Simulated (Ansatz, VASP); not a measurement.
# One calculation of LiCl, two programs

```
CELL_PARAMETERS angstrom
0.00000 2.46217 2.66735
2.46217 0.00000 2.66735
2.46217 2.46217 0.00000
ATOMIC_POSITIONS crystal
Li 0.00000 0.00000 0.00000
Cl 0.50000 0.50000 0.50000
```

Change from the starting cell: strain -0.040 along x and y, +0.040 along z, atoms carried along.

Alike in both runs: task single point; functional PBE; k mesh 8 × 8 × 8; occupations gaussian, width 0.05 eV; no spin polarisation.

|  | VASP | Ansatz |
| --- | --- | --- |
| version | VASP 6.6.1 | Ansatz 0.2.0 |
| potentials or method | VASP PAW PBE potentials, release 64 (Li_sv, Cl), cutoff 520 eV | scalar-relativistic, plane waves, PAW |
| valence electrons in the cell | 10 | 10 |

```tsv
	VASP	Ansatz	Ansatz less VASP
gap on the k mesh at the Fermi level (eV)	6.49	6.47	-0.013
least direct gap on the mesh (eV)	6.49	6.47	-0.013
```

Noted on VASP's run: the cutoff is short for stress, so the pressure is rough.
